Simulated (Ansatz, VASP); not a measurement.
# Two plane-wave programs on As

```
As
1.0
     0.00000    6.17486    0.00000
    -5.34758   -3.08743    0.00000
     0.00000    0.00000   22.27600
As
6
Direct
  0.61905 0.52381 0.59475
  0.28571 0.85714 0.59407
  0.95238 0.19048 0.60044
  0.29041 0.18793 0.66069
  0.95493 0.53105 0.66069
  0.61181 0.85245 0.66069
```

Alike in both runs: task single point; functional revPBE; dispersion D3(BJ); k mesh 6 × 6 × 1; occupations gaussian, width 0.04 eV; no spin polarisation.

|  | VASP | Ansatz |
| --- | --- | --- |
| version | VASP 6.6.1 | Ansatz 0.2.0 |
| potentials or method | VASP PAW PBE potentials, release 64 (As_d), cutoff 400 eV | scalar-relativistic, plane waves, PAW |
| valence electrons in the cell | 90 | 90 |

VASP gave:

* gap on the k mesh at the Fermi level (eV): 1.43
* least direct gap on the mesh (eV): 1.67
* rms of the force components (eV/Å): 0.234

Q: Estimate Ansatz's values.

A: gap on the k mesh at the Fermi level (eV): 1.43; least direct gap on the mesh (eV): 1.66; rms of the force components (eV/Å): 0.241.

VASP's potentials were made for PBE, not for revPBE. Atom by atom the forces differ by 0.008 eV/Å (rms over components). Ansatz's warnings: xc potential rough in thin density.
